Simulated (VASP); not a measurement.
Write the native input for VASP 6.6.1 that does the following.

| Quantity | Value |
| --- | --- |
| Task | single point |
| Functional | RPBE |
| Potentials or basis | VASP PAW PBE potentials, release 64 (K_sv) |
| Cutoff | 520 eV |
| k mesh | 8 × 8 × 8 |
| Occupations | fermi-dirac, width 0.1 eV |
| Spin | no spin polarisation |
| Dipole correction | no |
| Further INCAR settings | ALGO = Normal; EDIFF = 1e-06; NBANDS = 10 |

The structure of K lies in POSCAR:

```
K
1.0
    4.5923324300      0.0000000000      0.0000000000
    0.0000000000      4.5923324300      0.0000000000
    0.0000000000      0.0000000000      4.5923324300
K
1
Direct
    0.0000000000      0.0000000000      0.0000000000
```

This isn't the form of K at room conditions, which is bcc.

These files were run (other wordings do the same):

INCAR

```
PREC     = Accurate       # precision mode
ENCUT    = 520            # plane-wave cutoff, eV
EDIFF    = 1E-6           # SCF threshold, eV
ISMEAR   = -1             # smearing method
SIGMA    = 0.1            # smearing width, eV
LREAL    = F              # projectors in reciprocal space
LASPH    = T              # aspherical terms in the spheres
NELM     = 80             # most SCF steps
ALGO     = Normal         # electronic algorithm
ISIF     = 2              # what is computed and relaxed
LWAVE    = F              # write WAVECAR
LCHARG   = F              # write CHGCAR
GGA      = RP             # functional
NBANDS   = 10             # bands
```

KPOINTS

```
Automatic mesh
0
Gamma
  8 8 8
```

Potentials or basis: VASP PAW PBE potentials, release 64 (K_sv).

The run is started by

```bash
$ cat potpaw_PBE.64/K_sv/POTCAR > POTCAR
$ mpirun -np 1 vasp_std > vasp.out
```

It gave:

```
Pressure               : -0.2 GPa
Band gap on the k mesh : zero (an odd number of electrons rules out a gap without spin polarisation)
```

Caveat: the PAW data sets were made with another functional, which shifts forces and pressure a little.

Run time: 12 s on 1 thread of Intel(R) Xeon(R) 6975P-C (Granite Rapids), on a shared host, peak memory 0.21 GiB.
